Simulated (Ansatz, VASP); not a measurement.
# Mn in VASP and in Ansatz

```xyz
4
Lattice="2.0688 -4.0644 0.0000 2.0688 4.0644 0.0000 0.0000 0.0000 2.5999" Properties=species:S:1:pos:R:3 pbc="T T T"
Mn    2.0688    3.1017    0.0622
Mn    2.0688   -0.9627    1.2377
Mn    2.0688   -3.1017    2.5377
Mn    2.0688    0.9627    1.3622
```

Alike in both runs: functional PBEsol; k mesh 6 × 6 × 4; occupations gaussian, width 0.1 eV; collinear spin.

Ansatz relaxed the structure, and its values are those at the end. VASP's run is a single point on that final structure, the one shown.

```csv
,VASP,Ansatz
version,VASP 6.6.1,Ansatz 0.2.0
potentials or method,"VASP PAW PBE potentials, release 64 (Mn_pv), cutoff 520 eV","scalar-relativistic, plane waves, PAW"
valence electrons in the cell,52,60
```

|  | VASP | Ansatz | Ansatz less VASP |
| --- | --- | --- | --- |
| gap on the k mesh at the Fermi level (eV) | none | none | - |
| pressure (GPa) | 2.5 | 0.1 | -2.45 |
| rms of the force components (eV/Å) | 0.345 | 0.012 | -0.3332 |
| net moment per atom (μB) | 0.00 | 0.00 | 0.000 |

VASP's potentials were made for PBE, not for PBEsol. A gap of «none» marks a metal or a gap that the smearing closes. The functional is the same, so the differences come from potentials, cutoffs and numerics. VASP's potentials hold 52 valence electrons a cell and Ansatz's 60, so a difference there can come from the potentials and not from the codes. Ansatz's warnings: seeded moment not kept.

The k mesh is coarse, so the values compare programs but aren't converged.
